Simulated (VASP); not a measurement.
# SnO (P4/nmm) in VASP: relaxation of cell and atoms with PBE+D3(BJ)

Aim: the relaxation of cell and atoms of SnO with PBE+D3(BJ).

Program: VASP 6.6.1. These are calculated values, not measurements. Logs are shortened: lines on timing, memory, paths and dates and some standing lists are left out, and cuts for length are marked.

## Step 1: The cell of the first run

It takes space group P4/nmm (No. 129, tetragonal). The conventional cell has a = 3.802 Å, b = 3.802 Å, c = 4.836 Å, α = 90.00°, β = 90.00°, γ = 90.00°. Within 2.9 Å of Sn (site symmetry 4mm) lie 4 O at 2.22 Å. Within 2.9 Å of O (site symmetry -4m2) lie 4 Sn at 2.22 Å and 4 O at 2.69 Å.

## Step 2: Relaxation of cell and atoms, PBE+D3(BJ)

Contents of INCAR:

```
SYSTEM = SnO
  PREC = Accurate
  ENCUT = 600
  EDIFF = 1E-6
  ISMEAR = 0
  SIGMA = 0.1
  LREAL = .FALSE.
  LASPH = .TRUE.
  NELM = 80
  ALGO = Normal
  ISIF = 3
  LWAVE = .FALSE.
  LCHARG = .FALSE.
  GGA = PE
  IVDW = 12
  IBRION = 2
  NSW = 100
  EDIFFG = -0.005
```

Contents of KPOINTS:

```
regular mesh
0
G
  12 12 10
  0 0 0
```

Contents of POSCAR:

```
SnO
1.0
    3.8020000000      0.0000000000      0.0000000000
    0.0000000000      3.8020000000      0.0000000000
    0.0000000000      0.0000000000      4.8360000000
Sn O
2 2
Direct
    0.0000000000      0.5000000000      0.2385000000
    0.5000000000      0.0000000000      0.7615000000
    0.0000000000      0.0000000000      0.0000000000
    0.5000000000      0.5000000000      0.0000000000
```

Potentials or basis: VASP PAW PBE potentials, release 64 (Sn_d, O).

Started as:

```sh
$ cat potpaw_PBE.64/Sn_d/POTCAR potpaw_PBE.64/O/POTCAR > POTCAR
$ mpirun -np 1 vasp_std > vasp.out
```

OUTCAR:

```text
SYSTEM = SnO
   PREC = Accurate
   ENCUT = 600
   EDIFF = 1E-6
   ISMEAR = 0
   LREAL = .FALSE.
   LASPH = .TRUE.
   NELM = 80
   ISIF = 3
   GGA = PE
   IVDW = 12
   IBRION = 2
   NSW = 100
   EDIFFG = -0.005
 IVDW          = 12

 ion  position               nearest neighbor table
   1  0.000  0.500  0.239-   3 2.22   4 2.22   3 2.22   4 2.22   2 3.54   2 3.54   2 3.54   2 3.54
                             2 3.69   2 3.69   2 3.69   2 3.69
   2  0.500  0.000  0.761-   3 2.22   4 2.22   4 2.22   3 2.22   1 3.54   1 3.54   1 3.54   1 3.54
                             1 3.69   1 3.69   1 3.69   1 3.69
   3  0.000  0.000  0.000-   1 2.22   2 2.22   1 2.22   2 2.22
   4  0.500  0.500  0.000-   1 2.22   2 2.22   2 2.22   1 2.22

  LATTYP: Found a simple tetragonal cell.
 ALAT       =     3.8020000000
 C/A-ratio  =     1.2719621252

  Lattice vectors:

 A1 = (   3.8020000000,   0.0000000000,   0.0000000000)
 A2 = (   0.0000000000,   3.8020000000,   0.0000000000)
 A3 = (   0.0000000000,   0.0000000000,   4.8360000000)

Analysis of symmetry for initial positions (statically):
=====================================================================
 Subroutine PRICEL returns:
 Original cell was already a primitive cell.

 Routine SETGRP: Setting up the symmetry group for a
 simple tetragonal supercell.

 Subroutine GETGRP returns: Found 16 space group operations
 (whereof  8 operations were pure point group operations)
 out of a pool of 16 trial point group operations.

The static configuration has the point symmetry D_2d.
 The point group associated with its full space group is D_4h.

Analysis of symmetry for dynamics (positions and initial velocities):
=====================================================================
 Subroutine PRICEL returns:
 Original cell was already a primitive cell.

 Routine SETGRP: Setting up the symmetry group for a
 simple tetragonal supercell.

 Subroutine GETGRP returns: Found 16 space group operations
 (whereof  8 operations were pure point group operations)
 out of a pool of 16 trial point group operations.

The dynamic configuration has the point symmetry D_2d.
 The point group associated with its full space group is D_4h.

 Subroutine INISYM returns: Found 16 space group operations
 (whereof  8 operations are pure point group operations),
 and found     1 'primitive' translations

----------------------------------------------------------------------------------------

                                     Primitive cell

  volume of cell :      69.9054

  direct lattice vectors                    reciprocal lattice vectors
[... 88 lines left out ...]
   LASPH  =      T    aspherical Exc in radial PAW
   ENCUT  =  600.0 eV  44.10 Ry    6.64 a.u.   7.59  7.59  9.66*2*pi/ulx,y,z
   NELM   =     80;   NELMIN=  2; NELMDL= -5     # of ELM steps
   EDIFF  = 0.1E-05   stopping-criterion for ELM
   LREAL  =      F    real-space projection
   EDIFFG = -.5E-02   stopping-criterion for IOM
   NSW    =    100    number of steps for IOM
   IBRION =      2    ionic relax: 0-MD 1-quasi-New 2-CG
   NFREE  =      1    steps in history (QN), initial steepest desc. (CG)
   ISIF   =      3    stress and relaxation
   ISYM   =      2    0-nonsym 1-usesym 2-fastsym
   POTIM  = 0.5000    time-step for ionic-motion
   TEBEG  =    0.0;   TEEND  =   0.0 temperature during run
   PSTRESS=    0.0 pullay stress
   NELECT =      40.0000    total number of electrons
   NUPDOWN=      -1.0000    fix difference up-down
   EMIN   =  10.00;   EMAX   =-10.00  energy-range for DOS
   EFERMI =   0.00;   METHOD = LEGACY
   ISMEAR =     0;   SIGMA  =   0.10  broadening in eV -4-tet -1-fermi 0-gaus
   EFERMI_NEDOS =   21; number of points for ismear=-14 and -15
   IALGO  =     38    algorithm
   IMIX   =      4    mixing-type and parameters
     AMIX     =   0.40;   BMIX     =  1.00
     AMIX_MAG =   1.60;   BMIX_MAG =  1.00
  volume/ion in A,a.u.               =      17.48       117.94
  Fermi-wavevector in a.u.,A,eV,Ry     =   1.359121  2.568365 25.132801  1.847209
  Thomas-Fermi vector in A             =   2.485896
   LORBIT       =      0    0 simple, 1 ext, 2 COOP (PROOUT), +10 PAW based schemes
   GGA     = PE    functional components
   LHFCALC =     F    Hartree Fock is set to
   AEXX    =    0.0000 exact exchange contribution
   IVDW    =    12    specifies the selected vdW correction
   LEPSILON=     F    determine dielectric tensor
   LRPA    =     F    only Hartree local field effects (RPA)
 conjugate gradient relaxation of ions
 non-spin polarized calculation
 Gauss-broadening in eV      SIGMA  =   0.10
  energy-cutoff  :      600.00
  volume of cell :       69.91
 maximum number of plane-waves:      2356
   NGX = 15   NGY = 15   NGZ = 19

--------------------------------------- Ionic step        1  -------------------------------------------

 number of electron      40.0000024 magnetization

 Free energy of the ion-electron system (eV)
  ---------------------------------------------------
  ext. energy  EPLUGINS =         0.00000000
  ---------------------------------------------------
  free energy    TOTEN  =       -22.67454210 eV

  energy without entropy =      -22.67412948  energy(sigma->0) =      -22.67433579

------------------------ aborting loop because EDIFF is reached ----------------------------------------

 Edisp (eV)   -0.94090

 E8    (eV) :    -0.4081
[... 111 lines left out ...]
  FREE ENERGIE OF THE ION-ELECTRON SYSTEM (eV)
  ---------------------------------------------------
  free  energy   TOTEN  =       -23.6290322356 eV

  energy  without entropy=      -23.6286444076  energy(sigma->0) =      -23.62883832

[... ionic steps 4 to 13 ...]

--------------------------------------- Ionic step       14  -------------------------------------------

 number of electron      40.0000012 magnetization

------------------------ aborting loop because EDIFF is reached ----------------------------------------
[... 79 lines left out ...]
--------------------------------------- Ionic step       16  -------------------------------------------

 number of electron      40.0000013 magnetization

 Free energy of the ion-electron system (eV)
  ---------------------------------------------------
  ext. energy  EPLUGINS =         0.00000000
  ---------------------------------------------------
  free energy    TOTEN  =       -22.69028947 eV

  energy without entropy =      -22.68971276  energy(sigma->0) =      -22.69000112

 E-fermi :   7.1953     XC(G=0): -10.3026

 val. band max:        7.1355172431   @ k =   0.0833   0.0000   0.0000
 cond. band min:       7.2570821921   @ k =   0.5000   0.5000   0.1000
 fundamental gap:      0.1215649490
 Fermi energy:         7.1952589280

 k-point     1 :       0.0000    0.0000    0.0000
  band No.  band energies     occupation
      1     -14.7904      2.00000
      2     -14.4040      2.00000
      3     -14.4040      2.00000
      4     -14.3939      2.00000
      5     -14.3652      2.00000
      6     -14.3564      2.00000
[... 637 lines left out ...]
     23      11.6715      0.00000
     24      12.0163      0.00000

 [... further k-points ...]

------------------------ aborting loop because EDIFF is reached ----------------------------------------

 Edisp (eV)   -0.94326

 E8    (eV) :    -0.4093
[... 27 lines left out ...]
  FREE ENERGIE OF THE ION-ELECTRON SYSTEM (eV)
  ---------------------------------------------------
  free  energy   TOTEN  =       -23.6335543997 eV

  energy  without entropy=      -23.6329776857  energy(sigma->0) =      -23.63326604

 reached required accuracy - stopping structural energy minimisation
```

OSZICAR:

```text
N       E                     dE             d eps       ncg     rms          rms(c)
DAV:   1     0.421590590487E+03    0.42159E+03   -0.22484E+04  8168   0.277E+03
[... 134 lines left out ...]
DAV:   3    -0.226904663952E+02    0.49988E-06   -0.10295E-06  4064   0.214E-02
  15 F= -.23633550E+02 E0= -.23633268E+02  d E =-.289724E-03
       N       E                     dE             d eps       ncg     rms          rms(c)
DAV:   1    -0.226903093495E+02    0.15755E-03   -0.26592E-03 10016   0.438E-01    0.322E-02
DAV:   2    -0.226902967761E+02    0.12573E-04   -0.94270E-05 12088   0.117E-01    0.170E-02
DAV:   3    -0.226902891361E+02    0.76400E-05   -0.14598E-05 10296   0.744E-02    0.432E-03
DAV:   4    -0.226902894730E+02   -0.33693E-06   -0.35975E-06  6936   0.169E-02
  16 F= -.23633554E+02 E0= -.23633266E+02  d E =-.418267E-05
```

Wall time 16 min (1 thread of Intel Xeon 6975P-C (Granite Rapids), shared host); peak memory 0.42 GiB.

Results:

```
Free energy                           : -23.6336 eV
Relaxed volume                        : 17.45 Å³/atom
Relaxed cell                          : a = 3.837 Å, b = 3.837 Å, c = 4.740 Å, α = 90.00°, β = 90.00°, γ = 90.00°
Space group after relaxing (to 0.1 Å) : P4/nmm (No. 129)
Energy gained by relaxing             : 4.5 meV/atom
Ionic steps                           : 16
Pressure after relaxing               : 0.0 GPa
Largest force after relaxing          : 0.003 eV/Å
Band gap on the k mesh                : zero (bands 20 and 21 overlap by 0.04 eV)
Dispersion energy per atom            : -0.236 eV
```

Forces in eV/Å, atoms in the order of the input:
```
Sn   0.000  0.000 -0.003
Sn   0.000  0.000  0.003
O    0.000  0.000  0.000
O    0.000  0.000  0.000
```

Step by step:
```csv
step,energy change (eV),largest force (eV/Å),pressure (GPa),volume (Å³)
1,0.0000,0.4475,2.22,69.91
2,-0.0005,0.3887,-2.28,72.38
3,-0.0136,0.0149,-0.17,71.13
4,-0.0136,0.0239,-0.07,71.10
5,-0.0147,0.0412,-0.11,71.02
6,-0.0159,0.0722,-0.12,70.87
7,-0.0156,0.1315,-0.13,70.56
8,-0.0163,0.0979,-0.14,70.75
9,-0.0172,0.0488,-0.19,70.52
10,-0.0178,0.0107,-0.28,70.23
11,-0.0178,0.0309,-0.34,70.13
12,-0.0178,0.0469,0.36,69.42
13,-0.0181,0.0060,0.01,69.79
14,-0.0181,0.0076,0.01,69.80
15,-0.0181,0.0068,0.00,69.81
16,-0.0181,0.0032,0.01,69.79
```

Final structure:
```yaml
crystal:
  lattice:
    - [3.83720, 0.00000, 0.00000]
    - [0.00000, 3.83720, 0.00000]
    - [0.00000, 0.00000, 4.74013]
  atoms:
    - { symbol: Sn, position: [0.00000, 0.50000, 0.24510] }
    - { symbol: Sn, position: [0.50000, 0.00000, 0.75490] }
    - { symbol: O, position: [0.00000, 0.00000, 0.00000] }
    - { symbol: O, position: [0.50000, 0.50000, 0.00000] }
```

Caveat: semilocal functionals underestimate gaps, and a narrow one can read as zero; spin-orbit coupling is left out, which moves the levels of the heavy elements.

The gap in the log of VASP goes by the Fermi energy; the results here count the filled bands.